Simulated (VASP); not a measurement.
Wanted: the native input for a VASP 6.6.1 run.

| Quantity | Value |
| --- | --- |
| Task | single point |
| Functional | PBEsol |
| Potentials or basis | VASP PAW PBE potentials, release 64 (Ti_sv, C) |
| Cutoff | 520 eV |
| k mesh | 20 × 20 × 14 |
| Occupations | gaussian, width 0.15 eV |
| Spin | no spin polarisation |
| Dipole correction | no |
| Further INCAR settings | ALGO = Fast; EDIFF = 1e-06; NBANDS = 24 |

The structure of TiC lies in POSCAR:

```
TiC
1.0
    0.0000000000     -2.1466854843     -2.1466854843
    0.0000000000      2.1466854843     -2.1466854843
    4.2933709686      0.0000000000      0.0000000000
Ti C
2 2
Direct
    0.5025014151      0.4974985849      0.5000000000
   -0.0025014151      0.0025014151      0.0000000000
    0.5407605123      0.4592394877      0.0000000000
   -0.0407605123      0.0407605123      0.5000000000
```

This cell differs from its parent crystal: atoms displaced along a vibrational mode.

These files were run (other wordings do the same):

INCAR

```
SYSTEM = TiC
PREC     = Accurate       ! precision mode
ENCUT    = 520            ! plane-wave cutoff, eV
EDIFF    = 1E-6           ! SCF threshold, eV
ISMEAR   = 0              ! smearing method
SIGMA    = 0.15           ! smearing width, eV
LREAL    = .False.        ! projectors in reciprocal space
LASPH    = .True.         ! aspherical terms in the spheres
NELM     = 100            ! most SCF steps
ALGO     = Fast           ! electronic algorithm
ISIF     = 2              ! what is computed and relaxed
LWAVE    = .False.        ! write WAVECAR
LCHARG   = .False.        ! write CHGCAR
GGA      = PS             ! functional
NBANDS   = 24             ! bands
```

KPOINTS

```
regular mesh
0
Gamma
  20 20 14
  0 0 0
```

Potentials or basis: VASP PAW PBE potentials, release 64 (Ti_sv, C).

Launch:

```sh
$ cat potpaw_PBE.64/Ti_sv/POTCAR potpaw_PBE.64/C/POTCAR > POTCAR
$ mpirun -np 1 vasp_std > vasp.out
```

It gave:

```yaml
Pressure: 4.7 GPa
Largest_force: 2.509 eV/Å
Band_gap_on_the_k_mesh: zero (bands 16 and 17 overlap by 1.06 eV)
```

Caveat: the cell differs from its parent crystal (atoms displaced along a vibrational mode); the stress differs along the axes, from -1 to 13 GPa; the PAW data sets were made with another functional, which shifts forces and pressure a little.

Run time: 43 min on 1 thread of Oxide Virtual Turin-like Processor (shared host), peak memory 0.69 GiB.
